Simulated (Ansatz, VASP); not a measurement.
# Two plane-wave programs on PbO2

File INCAR:

```
  PREC = Accurate
  ENCUT = 520
  EDIFF = 1E-6
  ISMEAR = -1
  SIGMA = 0.05
  LREAL = False
  LASPH = True
  NELM = 60
  ALGO = Normal
  ISIF = 2
  LWAVE = False
  LCHARG = False
  GGA = PE
  NBANDS = 35
```

File KPOINTS:

```
regular mesh
0
Gamma
  6 6 8
```

POSCAR

```
PbO2
1.0
    4.9949598700      0.0000000000      0.0000000000
    0.0000000000      4.9949598700      0.0000000000
    0.0000000000      0.0000000000      3.4090009600
Pb O
2 4
Direct
    0.5000000000      0.5000000000      0.5000000000
    0.0000000000      0.0000000000      0.0000000000
    0.6925710400      0.6925710400      0.0000000000
    0.8074289600      0.1925710400      0.5000000000
    0.1925710400      0.8074289600      0.5000000000
    0.3074289600      0.3074289600      0.0000000000
```

The input input.yaml:

```yaml
crystal:
  lattice:
    - [4.99495987, 0.0, 0.0]
    - [0.0, 4.99495987, 0.0]
    - [0.0, 0.0, 3.40900096]
  atoms:
    - { symbol: Pb, position: [0.5, 0.5, 0.5] }
    - { symbol: Pb, position: [0.0, 0.0, 0.0] }
    - { symbol: O, position: [0.69257104, 0.69257104, 0.0] }
    - { symbol: O, position: [0.80742896, 0.19257104, 0.5] }
    - { symbol: O, position: [0.19257104, 0.80742896, 0.5] }
    - { symbol: O, position: [0.30742896, 0.30742896, 0.0] }
hamiltonian:
  xc: pbe
  pseudopotentials: { kind: paw }
kpoints:
  mp_grid: { grid: [6, 6, 8] }
  band_path:
    path:
      - [[0.0, 0.0, 0.0], [0.0, 0.5, 0.0], [0.5, 0.5, 0.0], [0.0, 0.0, 0.0], [0.0, 0.0, 0.5], [0.0, 0.5, 0.5], [0.5, 0.5, 0.5], [0.0, 0.0, 0.5]]
      - [[0.0, 0.5, 0.0], [0.0, 0.5, 0.5]]
      - [[0.5, 0.5, 0.0], [0.5, 0.5, 0.5]]
    npoints: 14
scf:
  occupations: { method: fermi_dirac, width: 0.05 }
  n_extra_bands: 15
output:
  forces: true
  stress: true
  eigenvalues: true
  fatbands: true
```

Alike in both runs: functional PBE; k mesh 6 × 6 × 8; occupations fermi-dirac, width 0.05 eV; no spin polarisation.

|  | VASP | Ansatz |
| --- | --- | --- |
| version | VASP 6.6.1 | Ansatz 0.2.0 |
| potentials or method | VASP PAW PBE potentials, release 64 (Pb_d, O) | Ansatz PAW |
| plane-wave cutoff (eV) | 520 | 420 |
| valence electrons in the cell | 52 | 52 |
| task | single point | band structure |

```tsv
	VASP	Ansatz	Ansatz less VASP
pressure (GPa)	6.0	5.7	-0.27
traceless stress, the component that is largest in VASP (GPa)	0.85	0.74	-0.117
rms of the force components (eV/Å)	0.024	0.019	-0.0048
```

Atom by atom the forces differ by 0.005 eV/Å (rms over components). The functional is the same, so the differences come from potentials, cutoffs and numerics.

Spin-orbit coupling is off throughout.
